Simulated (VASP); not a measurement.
A run of VASP 6.6.1 is set up as follows.

INCAR

```
SYSTEM = MgH2
PREC = Accurate
ENCUT = 520
EDIFF = 1E-7
ISMEAR = 0
SIGMA = 0.1
LREAL = .FALSE.
LASPH = .TRUE.
NELM = 100
ALGO = Normal
ISIF = 2
LWAVE = .FALSE.
LCHARG = .FALSE.
GGA = PS
NBANDS = 9
```

The input KPOINTS:

```
Automatic mesh
0
G
  8 8 8
  0 0 0
```

The input POSCAR:

```
MgH2
1.0
    0.0000000000      2.3810671667      2.3810671667
    2.3810671667      0.0000000000      2.3810671667
    2.3810671667      2.3810671667      0.0000000000
Mg H
1 2
Direct
    0.0000000000      0.0000000000      0.0000000000
    0.7500000000      0.7500000000      0.7500000000
    0.2500000000      0.2500000000      0.2500000000
```

Potentials or basis: VASP PAW PBE potentials, release 64 (Mg, H).

Command:

```bash
$ cat potpaw_PBE.64/Mg/POTCAR potpaw_PBE.64/H/POTCAR > POTCAR
$ mpirun -np 1 vasp_std > vasp.out
```

(1) Predict the pressure.

(2) What does it give for the band gap on the k mesh?

Results:

(1) -1.7 GPa.

(2) zero (band 2 reaches 3.96 eV, above the bottom of band 3 at 2.38 eV).

Caveat: the PAW data sets were made with another functional, which shifts forces and pressure a little.
